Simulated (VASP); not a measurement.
# MgO (F-43m) in VASP: further runs

MgO is run at these levels: PBE; tasks: single point, relaxation of cell and atoms.

Everything below comes from runs of VASP 6.6.1. Logs are shortened: lines on timing, memory, paths and dates and some standing lists are left out, and cuts for length are marked.

### Step 1. The cell of the first run

The structure is cubic, space group F-43m (No. 216). The conventional cell has a = 4.613 Å, b = 4.613 Å, c = 4.613 Å, α = 90.00°, β = 90.00°, γ = 90.00°. Mg (site symmetry -43m) has 4 O at 2.00 Å within 2.6 Å. O (site symmetry -43m) has 4 Mg at 2.00 Å within 2.6 Å.

### Step 2. Single point, PBE

The input, INCAR:

```
PREC = Accurate
ENCUT = 520
EDIFF = 1E-6
ISMEAR = 0
SIGMA = 0.02
LREAL = F
LASPH = T
NELM = 60
ALGO = Normal
ISIF = 2
LWAVE = F
LCHARG = F
GGA = PE
NBANDS = 11
```

The input, KPOINTS:

```
regular mesh
0
Gamma
  8 8 8
```

The input, POSCAR:

```
MgO
1.0
    0.0000000000      2.3063523378      2.3063523378
    2.3063523378      0.0000000000      2.3063523378
    2.3063523378      2.3063523378      0.0000000000
Mg O
1 1
Direct
    0.0000000000      0.0000000000      0.0000000000
    0.7500000000      0.7500000000      0.7500000000
```

Potentials or basis: VASP PAW PBE potentials, release 64 (Mg, O).

The run is started by

```console
$ cat potpaw_PBE.64/Mg/POTCAR potpaw_PBE.64/O/POTCAR > POTCAR
$ mpirun -np 1 vasp_std > vasp.out
```

OUTCAR:

```text
PREC = Accurate
   ENCUT = 520
   EDIFF = 1E-6
   ISMEAR = 0
   LREAL = F
   LASPH = T
   NELM = 60
   ISIF = 2
   GGA = PE

 ion  position               nearest neighbor table
   1  0.000  0.000  0.000-   2 2.00   2 2.00   2 2.00   2 2.00
   2  0.750  0.750  0.750-   1 2.00   1 2.00   1 2.00   1 2.00

  LATTYP: Found a face centered cubic cell.
 ALAT       =     4.6127046756

  Lattice vectors:

 A1 = (   0.0000000000,   2.3063523378,   2.3063523378)
 A2 = (   2.3063523378,   0.0000000000,   2.3063523378)
 A3 = (   2.3063523378,   2.3063523378,   0.0000000000)

Analysis of symmetry for initial positions (statically):
=====================================================================
 Subroutine PRICEL returns:
 Original cell was already a primitive cell.

 Routine SETGRP: Setting up the symmetry group for a
 face centered cubic supercell.

 Subroutine GETGRP returns: Found 24 space group operations
 (whereof 24 operations were pure point group operations)
 out of a pool of 48 trial point group operations.

The static configuration has the point symmetry T_d .

Analysis of symmetry for dynamics (positions and initial velocities):
=====================================================================
 Subroutine PRICEL returns:
 Original cell was already a primitive cell.

 Routine SETGRP: Setting up the symmetry group for a
 face centered cubic supercell.

 Subroutine GETGRP returns: Found 24 space group operations
 (whereof 24 operations were pure point group operations)
 out of a pool of 48 trial point group operations.

The dynamic configuration has the point symmetry T_d .

 Subroutine INISYM returns: Found 24 space group operations
 (whereof 24 operations are pure point group operations),
 and found     1 'primitive' translations

----------------------------------------------------------------------------------------

                                     Primitive cell

  volume of cell :      24.5362

  direct lattice vectors                    reciprocal lattice vectors
     0.000000000  2.306352338  2.306352338    -0.216792548  0.216792548  0.216792548
     2.306352338  0.000000000  2.306352338     0.216792548 -0.216792548  0.216792548
     2.306352338  2.306352338  0.000000000     0.216792548  0.216792548 -0.216792548

  length of vectors
     3.261674756  3.261674756  3.261674756     0.375495708  0.375495708  0.375495708

  position of ions in fractional coordinates (direct lattice)
     0.000000000  0.000000000  0.000000000
     0.750000000  0.750000000  0.750000000

  ion indices of the primitive-cell ions
   primitive index   ion index
                 1           1
                 2           2

----------------------------------------------------------------------------------------

 KPOINTS: regular mesh

Automatic generation of k-mesh.
 Grid dimensions read from file:
 generate k-points for:    8    8    8

 Generating k-lattice:

  Cartesian coordinates                     Fractional coordinates (reciprocal lattice)
    -0.027099069  0.027099069  0.027099069     0.125000000  0.000000000  0.000000000
     0.027099069 -0.027099069  0.027099069     0.000000000  0.125000000  0.000000000
     0.027099069  0.027099069 -0.027099069     0.000000000  0.000000000  0.125000000

  Length of vectors
     0.046936963  0.046936963  0.046936963

  Shift w.r.t. Gamma in fractional coordinates (k-lattice)
     0.000000000  0.000000000  0.000000000

 Subroutine IBZKPT returns following result:
 ===========================================

 Found     29 irreducible k-points:

 Following reciprocal coordinates:
            Coordinates               Weight
  0.000000  0.000000  0.000000      1.000000
  0.125000  0.000000  0.000000      8.000000
  0.250000  0.000000  0.000000      8.000000
  0.375000  0.000000  0.000000      8.000000
  0.500000  0.000000  0.000000      4.000000
  0.125000  0.125000  0.000000      6.000000
[... 16 lines left out ...]
  0.500000  0.250000  0.125000     48.000000
 -0.375000  0.250000  0.125000     24.000000
 [... further k-points ...]
   k-points           NKPTS =     29   k-points in BZ     NKDIM =     29   number of bands    NBANDS=     11
   number of dos      NEDOS =    301   number of ions     NIONS =      2
   total plane-waves  NPLWV =  13824
   dimension x,y,z NGX =    24 NGY =   24 NGZ =   24
   dimension x,y,z NGXF=    48 NGYF=   48 NGZF=   48
   ions per type =               1   1
   NGX,Y,Z   is equivalent  to a cutoff of  12.23, 12.23, 12.23 a.u.
   NGXF,Y,Z  is equivalent  to a cutoff of  24.47, 24.47, 24.47 a.u.
 SYSTEM =  unknown system
   PREC   = accura    normal or accurate (medium, high low for compatibility)
   ISTART =      0    job   : 0-new  1-cont  2-samecut
   ICHARG =      2    charge: 1-file 2-atom 10-const
   ISPIN  =      1    spin polarized calculation?
   LNONCOLLINEAR =      F non collinear calculations
   LSORBIT =      F    spin-orbit coupling
   LASPH  =      T    aspherical Exc in radial PAW
   ENCUT  =  520.0 eV  38.22 Ry    6.18 a.u.   6.06  6.06  6.06*2*pi/ulx,y,z
   NELM   =     60;   NELMIN=  2; NELMDL= -5     # of ELM steps
   EDIFF  = 0.1E-05   stopping-criterion for ELM
   LREAL  =      F    real-space projection
   EDIFFG = 0.1E-04   stopping-criterion for IOM
   NSW    =      0    number of steps for IOM
   IBRION =     -1    ionic relax: 0-MD 1-quasi-New 2-CG
   NFREE  =      0    steps in history (QN), initial steepest desc. (CG)
   ISIF   =      2    stress and relaxation
   ISYM   =      2    0-nonsym 1-usesym 2-fastsym
   POTIM  = 0.5000    time-step for ionic-motion
   TEBEG  =    0.0;   TEEND  =   0.0 temperature during run
   PSTRESS=    0.0 pullay stress
   NELECT =       8.0000    total number of electrons
   NUPDOWN=      -1.0000    fix difference up-down
   EMIN   =  10.00;   EMAX   =-10.00  energy-range for DOS
   EFERMI =   0.00;   METHOD = LEGACY
   ISMEAR =     0;   SIGMA  =   0.02  broadening in eV -4-tet -1-fermi 0-gaus
   EFERMI_NEDOS =   21; number of points for ismear=-14 and -15
   IALGO  =     38    algorithm
   IMIX   =      4    mixing-type and parameters
     AMIX     =   0.40;   BMIX     =  1.00
     AMIX_MAG =   1.60;   BMIX_MAG =  1.00
  volume/ion in A,a.u.               =      12.27        82.79
  Fermi-wavevector in a.u.,A,eV,Ry     =   1.126771  2.129289 17.274146  1.269614
  Thomas-Fermi vector in A             =   2.263455
   LORBIT       =      0    0 simple, 1 ext, 2 COOP (PROOUT), +10 PAW based schemes
   GGA     = PE    functional components
   LHFCALC =     F    Hartree Fock is set to
   AEXX    =    0.0000 exact exchange contribution
   IVDW    =     0    specifies the selected vdW correction
   LEPSILON=     F    determine dielectric tensor
   LRPA    =     F    only Hartree local field effects (RPA)
 non-spin polarized calculation
 Gauss-broadening in eV      SIGMA  =   0.02
  energy-cutoff  :      520.00
  volume of cell :       24.54
 maximum number of plane-waves:       684
   NGX = 13   NGY = 13   NGZ = 13

 number of electron       8.0000001 magnetization

 Free energy of the ion-electron system (eV)
  ---------------------------------------------------
  ext. energy  EPLUGINS =         0.00000000
  ---------------------------------------------------
  free energy    TOTEN  =       -11.70114487 eV

  energy without entropy =      -11.70114487  energy(sigma->0) =      -11.70114487

 E-fermi :   0.7785     XC(G=0):  -9.5846

 val. band max:        0.6262511548   @ k =   0.0000   0.0000   0.0000
 cond. band min:       4.0899515200   @ k =   0.0000   0.0000   0.0000
 fundamental gap:      3.4637003652
 Fermi energy:         0.7785015206

 k-point     1 :       0.0000    0.0000    0.0000
  band No.  band energies     occupation
      1     -15.1839      2.00000
      2       0.6262      2.00000
      3       0.6263      2.00000
      4       0.6263      2.00000
      5       4.0900      0.00000
      6      17.0928      0.00000
      7      17.0928      0.00000
      8      17.0928      0.00000
      9      20.6457      0.00000
     10      20.6459      0.00000
     11      20.6781      0.00000

 k-point     2 :       0.1250    0.0000    0.0000
  band No.  band energies     occupation
      1     -15.0985      2.00000
      2      -0.0513      2.00000
      3       0.5986      2.00000
      4       0.5986      2.00000
      5       4.9012      0.00000
      6      15.8051      0.00000
      7      17.0288      0.00000
      8      17.0288      0.00000
      9      19.0725      0.00000
     10      19.0725      0.00000
     11      19.9936      0.00000

 k-point     3 :       0.2500    0.0000    0.0000
  band No.  band energies     occupation
      1     -14.8840      2.00000
      2      -1.1712      2.00000
      3       0.5332      2.00000
      4       0.5332      2.00000
      5       6.4180      0.00000
      6      13.5499      0.00000
      7      16.1638      0.00000
      8      16.1638      0.00000
      9      19.4966      0.00000
     10      19.4966      0.00000
     11      19.5255      0.00000

 k-point     4 :       0.3750    0.0000    0.0000
  band No.  band energies     occupation
      1     -14.6575      2.00000
      2      -2.0181      2.00000
      3       0.4697      2.00000
      4       0.4697      2.00000
      5       7.9733      0.00000
      6      11.4765      0.00000
      7      15.3130      0.00000
      8      15.3130      0.00000
      9      19.6438      0.00000
     10      20.9612      0.00000
     11      20.9612      0.00000

 k-point     5 :       0.5000    0.0000    0.0000
  band No.  band energies     occupation
      1     -14.5595      2.00000
      2      -2.3293      2.00000
      3       0.4439      2.00000
      4       0.4439      2.00000
      5       9.1894      0.00000
      6      10.0722      0.00000
      7      15.0078      0.00000
      8      15.0078      0.00000
      9      19.8663      0.00000
     10      21.9344      0.00000
     11      21.9344      0.00000
[... 211 lines left out ...]
 k-point    21 :       0.5000    0.5000    0.0000
  band No.  band energies     occupation
      1     -14.3753      2.00000
      2      -1.8157      2.00000
      3      -0.0993      2.00000
      4      -0.0993      2.00000
      5       6.8064      0.00000
      6      12.0132      0.00000
      7      14.2843      0.00000
      8      16.9233      0.00000
      9      16.9233      0.00000
     10      22.0609      0.00000
     11      26.8317      0.00000

 k-point    22 :       0.3750    0.2500    0.1250
  band No.  band energies     occupation
      1     -14.7249      2.00000
      2      -1.3476      2.00000
      3       0.0423      2.00000
      4       0.4001      2.00000
      5       7.2701      0.00000
      6      12.8725      0.00000
      7      14.2174      0.00000
      8      16.1948      0.00000
      9      17.9513      0.00000
     10      21.6717      0.00000
     11      23.2046      0.00000

 k-point    23 :       0.5000    0.2500    0.1250
  band No.  band energies     occupation
      1     -14.5435      2.00000
      2      -1.7208      2.00000
      3      -0.2519      2.00000
      4       0.2815      2.00000
      5       8.3675      0.00000
      6      11.4789      0.00000
      7      13.7898      0.00000
      8      15.6592      0.00000
      9      19.1318      0.00000
     10      21.7021      0.00000
     11      23.6887      0.00000

 k-point    24 :      -0.3750    0.2500    0.1250
  band No.  band energies     occupation
      1     -14.4661      2.00000
      2      -1.8644      2.00000
      3      -0.3534      2.00000
      4       0.2120      2.00000
      5       9.0297      0.00000
      6      10.6709      0.00000
      7      13.7730      0.00000
      8      15.4559      0.00000
      9      20.0572      0.00000
     10      21.1096      0.00000
     11      24.1484      0.00000

 [... further k-points ...]
[... 5 lines left out ...]
  --------------------------------------------------------------------------------------
  -------------------------------------------------------------------------------------
  Total       -0.0647274     -0.0647274     -0.0647274      0.0000000      0.0000000      0.0000000
  in kB       -4.2266048     -4.2266048     -4.2266048      0.0000000      0.0000000      0.0000000
  external PRESSURE =      -4.2266048 kB  Pullay stress =       0.0000000 kB

 VOLUME and BASIS-vectors are now :
 -----------------------------------------------------------------------------
  energy-cutoff  :      520.00
  volume of cell :       24.54
      direct lattice vectors                 reciprocal lattice vectors
     0.000000000  2.306352338  2.306352338    -0.216792548  0.216792548  0.216792548
     2.306352338  0.000000000  2.306352338     0.216792548 -0.216792548  0.216792548
     2.306352338  2.306352338  0.000000000     0.216792548  0.216792548 -0.216792548

 POSITION                                       TOTAL-FORCE (eV/Angst)
 -----------------------------------------------------------------------------------
      0.00000      0.00000      0.00000         0.000000      0.000000     -0.000000
      3.45953      3.45953      3.45953        -0.000000     -0.000000      0.000000
 -----------------------------------------------------------------------------------
    total drift:                                0.000000      0.000000      0.000000

  FREE ENERGIE OF THE ION-ELECTRON SYSTEM (eV)
  ---------------------------------------------------
  free  energy   TOTEN  =       -11.7011448748 eV

  energy  without entropy=      -11.7011448748  energy(sigma->0) =      -11.70114487
```

Run time: 6.2 s. Hardware: 1 thread of AMD EPYC 7R13 (Zen 3), shared host; peak memory 0.11 GiB.

Results:

```yaml
Free_energy: -11.7011 eV
Pressure: -0.4 GPa
Band_gap_on_the_k_mesh: 3.46 eV, direct
```

Levels at points of the mesh, in eV from the valence-band top:
| k point | band 1 | band 2 | band 3 | band 4 | band 5 | band 6 | band 7 | band 8 |
| --- | --- | --- | --- | --- | --- | --- | --- | --- |
| (0.00, 0.00, 0.00) | -15.81 | 0.00 | 0.00 | 0.00 | 3.46 | 16.47 | 16.47 | 16.47 |
| (0.50, 0.00, 0.00) | -15.19 | -2.96 | -0.18 | -0.18 | 8.56 | 9.45 | 14.38 | 14.38 |
| (0.50, 0.50, 0.00) | -15.00 | -2.44 | -0.73 | -0.73 | 6.18 | 11.39 | 13.66 | 16.30 |

(Continued in part 2 of 2.)
